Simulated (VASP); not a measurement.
# Mo (I4/mmm) in VASP: a series of runs

The runs below take Mo through single point, with PBE.

Everything below comes from runs of VASP 6.6.1. Logs are shortened: lines on timing, memory, paths and dates and some standing lists are left out, and cuts for length are marked.

### 1 The cell of the first run

The structure is tetragonal, space group I4/mmm (No. 139). Conventional cell: a = 3.334 Å, b = 3.334 Å, c = 2.813 Å, α = 90.00°, β = 90.00°, γ = 90.00°. Within 3.6 Å of Mo (site symmetry 4/mmm) lie 14 Mo at 2.75 to 3.33 Å.

### 2 Single point, PBE

INCAR

```
ALGO = Fast ; EDIFF = 1E-7
ENCUT = 520 ; GGA = PE
ISIF = 2 ; ISMEAR = 0
LASPH = True ; LCHARG = False
LREAL = False ; LWAVE = False
NBANDS = 13 ; NELM = 60
PREC = Accurate ; SIGMA = 0.15
```

KPOINTS

```
k-points
0
Gamma
  20 20 20
```

POSCAR

```
Mo
1.0
   -1.6671468035      1.6671468035      1.4064082039
    1.6671468035     -1.6671468035      1.4064082039
    1.6671468035      1.6671468035     -1.4064082039
Mo
1
Direct
    0.0000000000      0.0000000000      0.0000000000
```

Potentials or basis: VASP PAW PBE potentials, release 64 (Mo_sv).

The run is started by

```console
$ cat potpaw_PBE.64/Mo_sv/POTCAR > POTCAR
$ mpirun -np 1 vasp_std > vasp.out
```

OUTCAR:

```text
EDIFF = 1E-7
   ENCUT = 520
   GGA = PE
   ISIF = 2
   ISMEAR = 0
   LASPH = True
   LREAL = False
   NELM = 60
   PREC = Accurate

 ion  position               nearest neighbor table
   1  0.000  0.000  0.000-

  LATTYP: Found a body centered tetragonal cell.
 ALAT       =     3.3342936070
 C/A-ratio  =     0.8436018957

  Lattice vectors:

 A1 = (  -1.6671468035,   1.6671468035,   1.4064082039)
 A2 = (   1.6671468035,  -1.6671468035,   1.4064082039)
 A3 = (   1.6671468035,   1.6671468035,  -1.4064082039)

Analysis of symmetry for initial positions (statically):
=====================================================================
 Subroutine PRICEL returns:
 Original cell was already a primitive cell.

 Routine SETGRP: Setting up the symmetry group for a
 body centered tetragonal supercell.

 Subroutine GETGRP returns: Found 16 space group operations
 (whereof 16 operations were pure point group operations)
 out of a pool of 16 trial point group operations.

The static configuration has the point symmetry D_4h.

Analysis of symmetry for dynamics (positions and initial velocities):
=====================================================================
 Subroutine PRICEL returns:
 Original cell was already a primitive cell.

 Routine SETGRP: Setting up the symmetry group for a
 body centered tetragonal supercell.

 Subroutine GETGRP returns: Found 16 space group operations
 (whereof 16 operations were pure point group operations)
 out of a pool of 16 trial point group operations.

The dynamic configuration has the point symmetry D_4h.

 Subroutine INISYM returns: Found 16 space group operations
 (whereof 16 operations are pure point group operations),
 and found     1 'primitive' translations

----------------------------------------------------------------------------------------

                                     Primitive cell

  volume of cell :      15.6358

  direct lattice vectors                    reciprocal lattice vectors
    -1.667146804  1.667146804  1.406408204     0.000000000  0.299913600  0.355515560
     1.667146804 -1.667146804  1.406408204     0.299913600  0.000000000  0.355515560
     1.667146804  1.667146804 -1.406408204     0.299913600  0.299913600  0.000000000

  length of vectors
     2.745312544  2.745312544  2.745312544     0.465123081  0.465123081  0.424141881

  position of ions in fractional coordinates (direct lattice)
     0.000000000  0.000000000  0.000000000

  ion indices of the primitive-cell ions
   primitive index   ion index
                 1           1

----------------------------------------------------------------------------------------

 KPOINTS: k-points

Automatic generation of k-mesh.
 Grid dimensions read from file:
 generate k-points for:   20   20   20

 Generating k-lattice:

  Cartesian coordinates                     Fractional coordinates (reciprocal lattice)
     0.000000000  0.014995680  0.017775778     0.050000000  0.000000000 -0.000000000
     0.014995680  0.000000000  0.017775778     0.000000000  0.050000000 -0.000000000
     0.014995680  0.014995680  0.000000000     0.000000000  0.000000000  0.050000000

  Length of vectors
     0.023256154  0.023256154  0.021207094

  Shift w.r.t. Gamma in fractional coordinates (k-lattice)
     0.000000000  0.000000000  0.000000000

 Subroutine IBZKPT returns following result:
 ===========================================

 Found    641 irreducible k-points:

 Following reciprocal coordinates:
            Coordinates               Weight
  0.000000  0.000000  0.000000      1.000000
  0.050000  0.000000  0.000000      8.000000
  0.100000  0.000000  0.000000      8.000000
  0.150000  0.000000  0.000000      8.000000
  0.200000  0.000000  0.000000      8.000000
  0.250000 -0.000000  0.000000      8.000000
[... 16 lines left out ...]
 -0.400000  0.050000  0.000000     16.000000
 -0.350000  0.050000  0.000000     16.000000
 [... further k-points ...]
   k-points           NKPTS =    641   k-points in BZ     NKDIM =    641   number of bands    NBANDS=     13
   number of dos      NEDOS =    301   number of ions     NIONS =      1
   total plane-waves  NPLWV =   8000
   dimension x,y,z NGX =    20 NGY =   20 NGZ =   20
   dimension x,y,z NGXF=    40 NGYF=   40 NGZF=   40
   ions per type =               1
   NGX,Y,Z   is equivalent  to a cutoff of  12.11, 12.11, 12.11 a.u.
   NGXF,Y,Z  is equivalent  to a cutoff of  24.22, 24.22, 24.22 a.u.
 SYSTEM =  unknown system
   PREC   = accura    normal or accurate (medium, high low for compatibility)
   ISTART =      0    job   : 0-new  1-cont  2-samecut
   ICHARG =      2    charge: 1-file 2-atom 10-const
   ISPIN  =      1    spin polarized calculation?
   LNONCOLLINEAR =      F non collinear calculations
   LSORBIT =      F    spin-orbit coupling
   LASPH  =      T    aspherical Exc in radial PAW
   ENCUT  =  520.0 eV  38.22 Ry    6.18 a.u.   5.10  5.10  5.10*2*pi/ulx,y,z
   NELM   =     60;   NELMIN=  2; NELMDL= -5     # of ELM steps
   EDIFF  = 0.1E-06   stopping-criterion for ELM
   LREAL  =      F    real-space projection
   EDIFFG = 0.1E-05   stopping-criterion for IOM
   NSW    =      0    number of steps for IOM
   IBRION =     -1    ionic relax: 0-MD 1-quasi-New 2-CG
   NFREE  =      0    steps in history (QN), initial steepest desc. (CG)
   ISIF   =      2    stress and relaxation
   ISYM   =      2    0-nonsym 1-usesym 2-fastsym
   POTIM  = 0.5000    time-step for ionic-motion
   TEBEG  =    0.0;   TEEND  =   0.0 temperature during run
   PSTRESS=    0.0 pullay stress
   NELECT =      14.0000    total number of electrons
   NUPDOWN=      -1.0000    fix difference up-down
   EMIN   =  10.00;   EMAX   =-10.00  energy-range for DOS
   EFERMI =   0.00;   METHOD = LEGACY
   ISMEAR =     0;   SIGMA  =   0.15  broadening in eV -4-tet -1-fermi 0-gaus
   EFERMI_NEDOS =   21; number of points for ismear=-14 and -15
   IALGO  =     68    algorithm
   IMIX   =      4    mixing-type and parameters
     AMIX     =   0.40;   BMIX     =  1.00
     AMIX_MAG =   1.60;   BMIX_MAG =  1.00
  volume/ion in A,a.u.               =      15.64       105.52
  Fermi-wavevector in a.u.,A,eV,Ry     =   1.577894  2.981787 33.875097  2.489749
  Thomas-Fermi vector in A             =   2.678507
   LORBIT       =      0    0 simple, 1 ext, 2 COOP (PROOUT), +10 PAW based schemes
   GGA     = PE    functional components
   LHFCALC =     F    Hartree Fock is set to
   AEXX    =    0.0000 exact exchange contribution
   IVDW    =     0    specifies the selected vdW correction
   LEPSILON=     F    determine dielectric tensor
   LRPA    =     F    only Hartree local field effects (RPA)
 non-spin polarized calculation
 RMM-DIIS sequential band-by-band and
 Gauss-broadening in eV      SIGMA  =   0.15
  energy-cutoff  :      520.00
  volume of cell :       15.64
 maximum number of plane-waves:       436
   NGX = 11   NGY = 11   NGZ = 11

 number of electron      14.0000003 magnetization

 Free energy of the ion-electron system (eV)
  ---------------------------------------------------
  ext. energy  EPLUGINS =         0.00000000
  ---------------------------------------------------
  free energy    TOTEN  =       -10.68349377 eV

  energy without entropy =      -10.67334768  energy(sigma->0) =      -10.67842073

 E-fermi :  12.4750     XC(G=0): -13.3743

 val. band max:       12.4749085363   @ k =  -0.3500   0.2500   0.0500
 cond. band min:      12.4765696881   @ k =   0.3500   0.1500   0.0500
 fundamental gap:      0.0016611519
 Fermi energy:        12.4749553667

 k-point     1 :       0.0000    0.0000    0.0000
  band No.  band energies     occupation
      1     -48.6377      2.00000
      2     -21.9624      2.00000
      3     -21.9624      2.00000
      4     -21.7705      2.00000
      5       5.3724      2.00000
      6      10.0582      2.00000
      7      12.2441      1.97050
      8      12.2441      1.97050
      9      12.6507      0.09761
     10      15.2929      0.00000
     11      26.6110      0.00000
     12      26.6110      0.00000
     13      30.1725      0.00000

 k-point     2 :       0.0500    0.0000    0.0000
  band No.  band energies     occupation
      1     -48.6305      2.00000
      2     -21.9792      2.00000
      3     -21.9738      2.00000
      4     -21.7962      2.00000
      5       5.4927      2.00000
      6      10.0984      2.00000
      7      12.1870      1.99337
      8      12.2160      1.98537
      9      12.6928      0.03999
     10      15.2038      0.00000
     11      26.8321      0.00000
     12      26.8352      0.00000
     13      30.1398      0.00000

 k-point     3 :       0.1000    0.0000    0.0000
  band No.  band energies     occupation
      1     -48.6096      2.00000
      2     -22.0456      2.00000
      3     -22.0067      2.00000
      4     -21.8524      2.00000
      5       5.8398      2.00000
      6      10.1742      2.00000
      7      11.9808      2.00000
      8      12.1934      1.99206
      9      12.8664      0.00022
     10      14.9834      0.00000
     11      27.4220      0.00000
     12      27.4857      0.00000
     13      29.9750      0.00000
[... 305 lines left out ...]
 k-point    23 :      -0.4000    0.0500    0.0000
  band No.  band energies     occupation
      1     -48.3847      2.00000
      2     -23.0831      2.00000
      3     -22.3570      2.00000
      4     -22.0279      2.00000
      5       7.5833      2.00000
      6       9.0062      2.00000
      7      12.8679      0.00021
      8      14.2010      0.00000
      9      15.3064      0.00000
     10      16.1223      0.00000
     11      24.9908      0.00000
     12      27.8898      0.00000
     13      30.3464      0.00000

 k-point    24 :      -0.3500    0.0500    0.0000
  band No.  band energies     occupation
      1     -48.4238      2.00000
      2     -22.9084      2.00000
      3     -22.2997      2.00000
      4     -22.0027      2.00000
      5       7.7262      2.00000
      6       9.2690      2.00000
      7      11.9426      2.00000
      8      14.3081      0.00000
      9      14.6014      0.00000
     10      15.2434      0.00000
     11      25.7527      0.00000
     12      29.1815      0.00000
     13      31.7849      0.00000

 [... further k-points ...]
[... 5 lines left out ...]
  --------------------------------------------------------------------------------------
  -------------------------------------------------------------------------------------
  Total       -0.5091518     -0.5091518      2.9042609      0.0000000      0.0000000      0.0000000
  in kB      -52.1721565    -52.1721565    297.5960378      0.0000000      0.0000000      0.0000000
  external PRESSURE =      64.4172416 kB  Pullay stress =       0.0000000 kB

 VOLUME and BASIS-vectors are now :
 -----------------------------------------------------------------------------
  energy-cutoff  :      520.00
  volume of cell :       15.64
      direct lattice vectors                 reciprocal lattice vectors
    -1.667146804  1.667146804  1.406408204     0.000000000  0.299913600  0.355515560
     1.667146804 -1.667146804  1.406408204     0.299913600  0.000000000  0.355515560
     1.667146804  1.667146804 -1.406408204     0.299913600  0.299913600  0.000000000

 POSITION                                       TOTAL-FORCE (eV/Angst)
 -----------------------------------------------------------------------------------
      0.00000      0.00000      0.00000         0.000000     -0.000000     -0.000000
 -----------------------------------------------------------------------------------
    total drift:                                0.000000     -0.000000      0.000000

  FREE ENERGIE OF THE ION-ELECTRON SYSTEM (eV)
  ---------------------------------------------------
  free  energy   TOTEN  =       -10.6834937742 eV

  energy  without entropy=      -10.6733476807  energy(sigma->0) =      -10.67842073
```

It took 2.4 min on 1 thread of AMD EPYC 7R43 (Zen 3), shared host; peak memory 0.18 GiB.

Results:

```yaml
Free_energy: -10.6835 eV
Pressure: 6.4 GPa
Band_gap_on_the_k_mesh: zero (band 7 reaches 16.52 eV, above the bottom of band 8 at 11.13 eV)
```

Levels at points of the mesh, in eV from the Fermi level:
| k point | band 3 | band 4 | band 5 | band 6 | band 7 | band 8 | band 9 | band 10 | band 11 | band 12 |
| --- | --- | --- | --- | --- | --- | --- | --- | --- | --- | --- |
| (0.00, 0.00, 0.00) | -34.44 | -34.25 | -7.10 | -2.42 | -0.23 | -0.23 | 0.18 | 2.82 | 14.14 | 14.14 |
| (0.50, 0.00, 0.00) | -34.89 | -34.53 | -5.25 | -3.83 | 1.56 | 2.38 | 3.99 | 4.67 | 12.03 | 12.46 |
| (0.50, 0.50, 0.00) | -34.55 | -34.36 | -5.03 | -1.59 | 0.05 | 0.88 | 1.66 | 4.66 | 10.75 | 12.82 |
| (0.50, 0.50, 0.50) | -35.50 | -34.89 | -5.50 | -5.08 | 4.05 | 4.05 | 4.53 | 7.74 | 7.74 | 12.38 |

Caveat: the cell differs from its parent crystal (strain +e along x and -e along y +0.0000, strain +e along z and -e/2 along x and y -0.1100).

### 3 Single point, PBE

INCAR

```
ALGO = Normal ; EDIFF = 1E-6
ENCUT = 520 ; GGA = PE
ISIF = 2 ; ISMEAR = 0
LASPH = True ; LCHARG = False
LREAL = False ; LWAVE = False
NBANDS = 13 ; NELM = 80
PREC = Accurate ; SIGMA = 0.15
```

KPOINTS is that of step 2.

POSCAR

```
Mo
1.0
   -1.6381495108      1.6381495108      1.4644027894
    1.6381495108     -1.6381495108      1.4644027894
    1.6381495108      1.6381495108     -1.4644027894
Mo
1
Direct
    0.0000000000      0.0000000000      0.0000000000
```

Potentials or basis: VASP PAW PBE potentials, release 64 (Mo_sv).

The run is started by

```console
$ cat potpaw_PBE.64/Mo_sv/POTCAR > POTCAR
$ mpirun -np 1 vasp_std > vasp.out
```

It took 1.7 min on 1 thread of AMD EPYC 7R43 (Zen 3), shared host; peak memory 0.19 GiB.

The run converged. Its results:

| Quantity | Value |
| --- | --- |
| Free energy | -10.8151 eV |
| Pressure | 3.3 GPa |
| Band gap on the k mesh | zero (band 7 reaches 16.38 eV, above the bottom of band 8 at 11.35 eV) |

Stress tensor (GPa, compression positive):
```
-7.06  0.00  0.00
 0.00 -7.06  0.00
 0.00  0.00 23.99
```

Levels at points of the mesh, in eV from the Fermi level:
```
           k point  band 5  band 6  band 7  band 8  band 9  band 10
(0.00, 0.00, 0.00)   -7.18   -2.12   -0.74   -0.74    0.69     2.42
(0.50, 0.00, 0.00)   -5.30   -3.73    1.60    2.01    3.28     4.68
(0.50, 0.50, 0.00)   -5.15   -2.31    0.57    1.06    1.82     4.57
(0.50, 0.50, 0.50)   -5.49   -5.22    3.90    3.90    4.26     8.09
```

Caveat: the cell differs from its parent crystal (strain +e along x and -e along y +0.0000, strain +e along z and -e/2 along x and y -0.0733).
